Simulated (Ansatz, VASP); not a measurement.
Two plane-wave programs on KTaO3

```xyz
5
Lattice="4.0244 0.0000 0.0000 0.0000 4.0244 0.0000 0.0000 0.0000 4.0244" Properties=species:S:1:pos:R:3 pbc="T T T"
K     2.0122    2.0122    2.0122
Ta    0.0000    0.0000    0.0000
O     0.0000    2.0122    0.0000
O     0.0000    0.0000    2.0122
O     2.0122    0.0000    0.0000
```

Alike in both runs: functional PBE; k mesh 7 × 7 × 7; no spin polarisation.

Ansatz relaxed the structure, and its values are those at the end. VASP's run is a single point on that final structure, the one shown.

|  | VASP | Ansatz |
| --- | --- | --- |
| version | VASP 6.6.1 | Ansatz 0.2.0 |
| potentials or method | VASP PAW PBE potentials, release 64 (K_sv, Ta_pv, O), cutoff 600 eV | plane-wave PAW DFT |
| occupations | gaussian, width 0.01 eV | fixed |
| valence electrons in the cell | 38 | 40 |

|  | VASP | Ansatz | Ansatz less VASP |
| --- | --- | --- | --- |
| pressure (GPa) | 0.4 | 0.0 | -0.42 |

VASP's potentials hold 38 valence electrons a cell and Ansatz's 40, so a difference there can come from the potentials and not from the codes.

Neither program's run includes spin-orbit coupling.
